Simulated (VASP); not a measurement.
# InW4 (Pm-3m) in VASP: further runs

The runs below take InW4 through relaxation of cell and atoms, single point, with PBE.

Everything below comes from runs of VASP 6.6.1. Logs are shortened: lines on timing, memory, paths and dates and some standing lists are left out, and cuts for length are marked.

## 1. The cell of the first run

It takes space group Pm-3m (No. 221, cubic). The conventional cell has a = 4.837 Å, b = 4.837 Å, c = 4.837 Å, α = 90.00°, β = 90.00°, γ = 90.00°. Within 4.5 Å of In (site symmetry m-3m) lie 20 W at 3.42 to 4.19 Å. W (site symmetry 4/mmm) has 2 W at 2.42 Å within 3.2 Å. Within 3.2 Å of W (site symmetry m-3m) lie 6 W at 2.42 Å.

## 2. Relaxation of cell and atoms, PBE

Input file INCAR:

```
ALGO = Normal
EDIFF = 1E-6
EDIFFG = -0.04
ENCUT = 600
GGA = PE
IBRION = 2
ISIF = 3
ISMEAR = 0
LASPH = True
LCHARG = False
LREAL = False
LWAVE = False
NELM = 60
NSW = 90
PREC = Accurate
SIGMA = 0.1
```

Input file KPOINTS:

```
k-points
0
Gamma
  4 4 4
```

Input file POSCAR:

```
InW4
1.0
    4.8372772600      0.0000000000      0.0000000000
    0.0000000000      4.8372772600      0.0000000000
    0.0000000000      0.0000000000      4.8372772600
In W
1 4
Direct
    0.0000000000      0.0000000000      0.0000000000
    0.0000000000      0.5000000000      0.5000000000
    0.5000000000      0.0000000000      0.5000000000
    0.5000000000      0.5000000000      0.0000000000
    0.5000000000      0.5000000000      0.5000000000
```

Potentials or basis: VASP PAW PBE potentials, release 64 (In_d, W_sv).

Run with:

```bash
$ cat potpaw_PBE.64/In_d/POTCAR potpaw_PBE.64/W_sv/POTCAR > POTCAR
$ mpirun -np 1 vasp_std > vasp.out
```

OUTCAR:

```text
EDIFF = 1E-6
   EDIFFG = -0.04
   ENCUT = 600
   GGA = PE
   IBRION = 2
   ISIF = 3
   ISMEAR = 0
   LASPH = True
   LREAL = False
   NELM = 60
   NSW = 90
   PREC = Accurate

 ion  position               nearest neighbor table
   1  0.000  0.000  0.000-   2 3.42   3 3.42   4 3.42   2 3.42   3 3.42   2 3.42   4 3.42   2 3.42
                             3 3.42   4 3.42   3 3.42   4 3.42
   2  0.000  0.500  0.500-   5 2.42   5 2.42   4 3.42   1 3.42   1 3.42   4 3.42   1 3.42   3 3.42
                             1 3.42   3 3.42   4 3.42   3 3.42   4 3.42   3 3.42
   3  0.500  0.000  0.500-   5 2.42   5 2.42   4 3.42   1 3.42   1 3.42   4 3.42   2 3.42   4 3.42
                             2 3.42   4 3.42   1 3.42   2 3.42   1 3.42   2 3.42
   4  0.500  0.500  0.000-   5 2.42   5 2.42   3 3.42   1 3.42   2 3.42   3 3.42   2 3.42   1 3.42
                             3 3.42   3 3.42   1 3.42   2 3.42   2 3.42   1 3.42
   5  0.500  0.500  0.500-   2 2.42   3 2.42   4 2.42   4 2.42   3 2.42   2 2.42

  LATTYP: Found a simple cubic cell.
 ALAT       =     4.8372772600

  Lattice vectors:

 A1 = (   4.8372772600,   0.0000000000,   0.0000000000)
 A2 = (   0.0000000000,   4.8372772600,   0.0000000000)
 A3 = (   0.0000000000,   0.0000000000,   4.8372772600)

Analysis of symmetry for initial positions (statically):
=====================================================================
 Subroutine PRICEL returns:
 Original cell was already a primitive cell.

 Routine SETGRP: Setting up the symmetry group for a
 simple cubic supercell.

 Subroutine GETGRP returns: Found 48 space group operations
 (whereof 48 operations were pure point group operations)
 out of a pool of 48 trial point group operations.

The static configuration has the point symmetry O_h .

Analysis of symmetry for dynamics (positions and initial velocities):
=====================================================================
 Subroutine PRICEL returns:
 Original cell was already a primitive cell.

 Routine SETGRP: Setting up the symmetry group for a
 simple cubic supercell.

 Subroutine GETGRP returns: Found 48 space group operations
 (whereof 48 operations were pure point group operations)
 out of a pool of 48 trial point group operations.

The dynamic configuration has the point symmetry O_h .

 Subroutine INISYM returns: Found 48 space group operations
 (whereof 48 operations are pure point group operations),
 and found     1 'primitive' translations

----------------------------------------------------------------------------------------

                                     Primitive cell

  volume of cell :     113.1887

  direct lattice vectors                    reciprocal lattice vectors
     4.837277260  0.000000000  0.000000000     0.206727865  0.000000000  0.000000000
     0.000000000  4.837277260  0.000000000     0.000000000  0.206727865  0.000000000
     0.000000000  0.000000000  4.837277260     0.000000000  0.000000000  0.206727865

  length of vectors
     4.837277260  4.837277260  4.837277260     0.206727865  0.206727865  0.206727865

  position of ions in fractional coordinates (direct lattice)
     0.000000000  0.000000000  0.000000000
     0.000000000  0.500000000  0.500000000
     0.500000000  0.000000000  0.500000000
     0.500000000  0.500000000  0.000000000
     0.500000000  0.500000000  0.500000000

  ion indices of the primitive-cell ions
   primitive index   ion index
                 1           1
                 2           2
                 3           3
                 4           4
                 5           5

----------------------------------------------------------------------------------------

 KPOINTS: k-points

Automatic generation of k-mesh.
 Grid dimensions read from file:
 generate k-points for:    4    4    4

 Generating k-lattice:

  Cartesian coordinates                     Fractional coordinates (reciprocal lattice)
     0.051681966  0.000000000  0.000000000     0.250000000  0.000000000  0.000000000
     0.000000000  0.051681966  0.000000000     0.000000000  0.250000000  0.000000000
     0.000000000  0.000000000  0.051681966     0.000000000  0.000000000  0.250000000

  Length of vectors
     0.051681966  0.051681966  0.051681966

  Shift w.r.t. Gamma in fractional coordinates (k-lattice)
     0.000000000  0.000000000  0.000000000

 Subroutine IBZKPT returns following result:
 ===========================================

 Found     10 irreducible k-points:

 Following reciprocal coordinates:
            Coordinates               Weight
  0.000000  0.000000  0.000000      1.000000
  0.250000  0.000000  0.000000      6.000000
  0.500000  0.000000  0.000000      3.000000
  0.250000  0.250000  0.000000     12.000000
  0.500000  0.250000  0.000000     12.000000
  0.500000  0.500000  0.000000      3.000000
  0.250000  0.250000  0.250000      8.000000
  0.500000  0.250000  0.250000     12.000000
  0.500000  0.500000  0.250000      6.000000
  0.500000  0.500000  0.500000      1.000000
   k-points           NKPTS =     10   k-points in BZ     NKDIM =     10   number of bands    NBANDS=     41
   number of dos      NEDOS =    301   number of ions     NIONS =      5
   total plane-waves  NPLWV =  64000
   dimension x,y,z NGX =    40 NGY =   40 NGZ =   40
   dimension x,y,z NGXF=    80 NGYF=   80 NGZF=   80
   ions per type =               1   4
   NGX,Y,Z   is equivalent  to a cutoff of  13.75, 13.75, 13.75 a.u.
   NGXF,Y,Z  is equivalent  to a cutoff of  27.49, 27.49, 27.49 a.u.
 SYSTEM =  unknown system
   PREC   = accura    normal or accurate (medium, high low for compatibility)
   ISTART =      0    job   : 0-new  1-cont  2-samecut
   ICHARG =      2    charge: 1-file 2-atom 10-const
   ISPIN  =      1    spin polarized calculation?
   LNONCOLLINEAR =      F non collinear calculations
   LSORBIT =      F    spin-orbit coupling
   LASPH  =      T    aspherical Exc in radial PAW
   ENCUT  =  600.0 eV  44.10 Ry    6.64 a.u.   9.66  9.66  9.66*2*pi/ulx,y,z
   NELM   =     60;   NELMIN=  2; NELMDL= -5     # of ELM steps
   EDIFF  = 0.1E-05   stopping-criterion for ELM
   LREAL  =      F    real-space projection
   EDIFFG = -.4E-01   stopping-criterion for IOM
   NSW    =     90    number of steps for IOM
   IBRION =      2    ionic relax: 0-MD 1-quasi-New 2-CG
   NFREE  =      1    steps in history (QN), initial steepest desc. (CG)
   ISIF   =      3    stress and relaxation
   ISYM   =      2    0-nonsym 1-usesym 2-fastsym
   POTIM  = 0.5000    time-step for ionic-motion
   TEBEG  =    0.0;   TEEND  =   0.0 temperature during run
   PSTRESS=    0.0 pullay stress
   NELECT =      69.0000    total number of electrons
   NUPDOWN=      -1.0000    fix difference up-down
   EMIN   =  10.00;   EMAX   =-10.00  energy-range for DOS
   EFERMI =   0.00;   METHOD = LEGACY
   ISMEAR =     0;   SIGMA  =   0.10  broadening in eV -4-tet -1-fermi 0-gaus
   EFERMI_NEDOS =   21; number of points for ismear=-14 and -15
   IALGO  =     38    algorithm
   IMIX   =      4    mixing-type and parameters
     AMIX     =   0.40;   BMIX     =  1.00
     AMIX_MAG =   1.60;   BMIX_MAG =  1.00
  volume/ion in A,a.u.               =      22.64       152.77
  Fermi-wavevector in a.u.,A,eV,Ry     =   1.388109  2.623146 26.216337  1.926846
  Thomas-Fermi vector in A             =   2.512266
   LORBIT       =      0    0 simple, 1 ext, 2 COOP (PROOUT), +10 PAW based schemes
   GGA     = PE    functional components
   LHFCALC =     F    Hartree Fock is set to
   AEXX    =    0.0000 exact exchange contribution
   IVDW    =     0    specifies the selected vdW correction
   LEPSILON=     F    determine dielectric tensor
   LRPA    =     F    only Hartree local field effects (RPA)
 conjugate gradient relaxation of ions
 non-spin polarized calculation
 Gauss-broadening in eV      SIGMA  =   0.10
  energy-cutoff  :      600.00
  volume of cell :      113.19
 maximum number of plane-waves:      3840
 NGX is ok and might be reduce to    40
   NGX = 19   NGY = 19   NGZ = 19

--------------------------------------- Ionic step        1  -------------------------------------------

 number of electron      68.9999982 magnetization

 Free energy of the ion-electron system (eV)
  ---------------------------------------------------
  ext. energy  EPLUGINS =         0.00000000
  ---------------------------------------------------
  free energy    TOTEN  =       -43.87065782 eV

  energy without entropy =      -43.84244422  energy(sigma->0) =      -43.85655102

------------------------ aborting loop because EDIFF is reached ----------------------------------------

  FORCE on cell =-STRESS in cart. coord.  units (eV):
  Direction    XX          YY          ZZ          XY          YZ          ZX
  --------------------------------------------------------------------------------------
  -------------------------------------------------------------------------------------
  Total       -1.0578518     -1.0578518     -1.0578518      0.0000000      0.0000000     -0.0000000
  in kB      -14.9738147    -14.9738147    -14.9738147      0.0000000      0.0000000     -0.0000000
  external PRESSURE =     -14.9738147 kB  Pullay stress =       0.0000000 kB
[... 63 lines left out ...]
  energy  without entropy=      -43.8286183433  energy(sigma->0) =      -43.84306626

--------------------------------------- Ionic step        3  -------------------------------------------

 number of electron      68.9999981 magnetization

 Free energy of the ion-electron system (eV)
  ---------------------------------------------------
  ext. energy  EPLUGINS =         0.00000000
  ---------------------------------------------------
  free energy    TOTEN  =       -43.87656274 eV

  energy without entropy =      -43.84815571  energy(sigma->0) =      -43.86235922

 E-fermi :   7.4110     XC(G=0): -11.3836

 val. band max:        7.3804931272   @ k =   0.5000   0.5000   0.0000
 cond. band min:       7.4531245536   @ k =   0.5000   0.5000   0.5000
 fundamental gap:      0.0726314264
 Fermi energy:         7.4110419694

 k-point     1 :       0.0000    0.0000    0.0000
  band No.  band energies     occupation
      1     -67.0038      2.00000
      2     -66.9501      2.00000
      3     -66.9501      2.00000
      4     -65.8604      2.00000
      5     -32.0842      2.00000
      6     -32.0842      2.00000
[... 461 lines left out ...]
  FREE ENERGIE OF THE ION-ELECTRON SYSTEM (eV)
  ---------------------------------------------------
  free  energy   TOTEN  =       -43.8765627351 eV

  energy  without entropy=      -43.8481557094  energy(sigma->0) =      -43.86235922

 reached required accuracy - stopping structural energy minimisation
```

It took 77 s on 1 thread of Intel Xeon 6975P-C (Granite Rapids), shared host; peak memory 0.27 GiB.

What came out:

```yaml
Free_energy: -43.8766 eV
Relaxed_volume: 22.39 Å³/atom
Relaxed_cell: a = 4.820 Å, b = 4.820 Å, c = 4.820 Å, α = 90.00°, β = 90.00°, γ = 90.00°
Space_group_after_relaxing_to_0.05_Å: Pm-3m (No. 221)
Energy_gained_by_relaxing: 1.2 meV/atom
Ionic_steps: 3
Pressure_after_relaxing: 0.0 GPa
```

Step by step:
| step | energy change (eV) | largest force (eV/Å) | pressure (GPa) | volume (Å³) |
| --- | --- | --- | --- | --- |
| 1 | 0.0000 | 0.0000 | -1.50 | 113.19 |
| 2 | 0.0131 | 0.0000 | 2.83 | 109.76 |
| 3 | -0.0059 | 0.0000 | -0.01 | 111.95 |

Final structure:
```cif
data_structure
_symmetry_space_group_name_H-M 'P 1'
_symmetry_Int_Tables_number 1
_cell_length_a 4.8196
_cell_length_b 4.8196
_cell_length_c 4.8196
_cell_angle_alpha 90.000
_cell_angle_beta 90.000
_cell_angle_gamma 90.000
_cell_volume 111.95
loop_
_atom_site_label
_atom_site_type_symbol
_atom_site_fract_x
_atom_site_fract_y
_atom_site_fract_z
_atom_site_occupancy
In1 In 0.00000 0.00000 0.00000 1
W1 W 0.00000 0.50000 0.50000 1
W2 W 0.50000 0.00000 0.50000 1
W3 W 0.50000 0.50000 0.00000 1
W4 W 0.50000 0.50000 0.50000 1
```

Caveat: spin-orbit coupling is left out, which moves the levels of the heavy elements.

## 3. Relaxation of cell and atoms, PBE

This run uses another cell than the first one, of 22.27 Å³/atom, 0.984 times its volume.

Input file INCAR:

```
  PREC = Accurate
  ENCUT = 600
  EDIFF = 1E-6
  ISMEAR = 0
  SIGMA = 0.1
  LREAL = F
  LASPH = T
  NELM = 80
  ALGO = Fast
  ISIF = 3
  LWAVE = F
  LCHARG = F
  GGA = PE
  IBRION = 2
  NSW = 100
  EDIFFG = -0.01
```

Input file KPOINTS:

```
regular mesh
0
Gamma
  8 8 8
```

Edit POSCAR of step 2 so:

```diff
@@ -2,5 +2,5 @@
 1.0
-    4.8372772600      0.0000000000      0.0000000000
-    0.0000000000      4.8372772600      0.0000000000
-    0.0000000000      0.0000000000      4.8372772600
+    4.8111217918      0.0000000000      0.0000000000
+    0.0000000000      4.8111217918      0.0000000000
+    0.0000000000      0.0000000000      4.8111217918
 In W
```

Potentials or basis: VASP PAW PBE potentials, release 64 (In_d, W_sv).

Run with:

```bash
$ cat potpaw_PBE.64/In_d/POTCAR potpaw_PBE.64/W_sv/POTCAR > POTCAR
$ mpirun -np 1 vasp_std > vasp.out
```

Run time: 5.3 min. Hardware: 1 thread of Intel Xeon 6975P-C (Granite Rapids), shared host; peak memory 0.35 GiB.

Results (log left out):

```
Free energy                            : -44.0478 eV
Relaxed volume                         : 22.24 Å³/atom
Relaxed cell                           : a = 4.809 Å, b = 4.809 Å, c = 4.809 Å, α = 90.00°, β = 90.00°, γ = 90.00°
Space group after relaxing (to 0.05 Å) : Pm-3m (No. 221)
Energy gained by relaxing              : 0.0 meV/atom
Ionic steps                            : 3
Pressure after relaxing                : 0.0 GPa
```

Step by step:
```tsv
step	energy change (eV)	largest force (eV/Å)	pressure (GPa)	volume (Å³)
1	0.0000	0.0000	-0.21	111.36
2	0.0002	0.0000	0.34	110.89
3	-0.0001	0.0000	0.02	111.20
```

Final structure:
```yaml
crystal:
  lattice:
    - [4.80881, 0.00000, 0.00000]
    - [0.00000, 4.80881, 0.00000]
    - [0.00000, 0.00000, 4.80881]
  atoms:
    - { symbol: In, position: [0.00000, 0.00000, 0.00000] }
    - { symbol: W, position: [0.00000, 0.50000, 0.50000] }
    - { symbol: W, position: [0.50000, 0.00000, 0.50000] }
    - { symbol: W, position: [0.50000, 0.50000, 0.00000] }
    - { symbol: W, position: [0.50000, 0.50000, 0.50000] }
```

Levels at points of the mesh, in eV from the Fermi level:
```tsv
k point	band 31	band 32	band 33	band 34	band 35	band 36	band 37	band 38	band 39	band 40
(0.00, 0.00, 0.00)	-0.15	-0.15	-0.15	0.17	0.17	0.17	1.93	1.97	2.03	2.03
(0.50, 0.00, 0.00)	-1.24	-1.12	-0.53	-0.53	-0.34	-0.21	0.19	1.19	1.44	2.03
(0.50, 0.50, 0.00)	-1.48	-1.48	-0.74	-0.64	0.00	0.00	0.18	0.79	0.82	1.10
(0.50, 0.50, 0.50)	-1.07	-1.07	0.07	0.07	0.07	0.17	0.17	0.77	0.85	1.06
```

Caveat: spin-orbit coupling is left out, which moves the levels of the heavy elements.

[end of part 1 of 2]
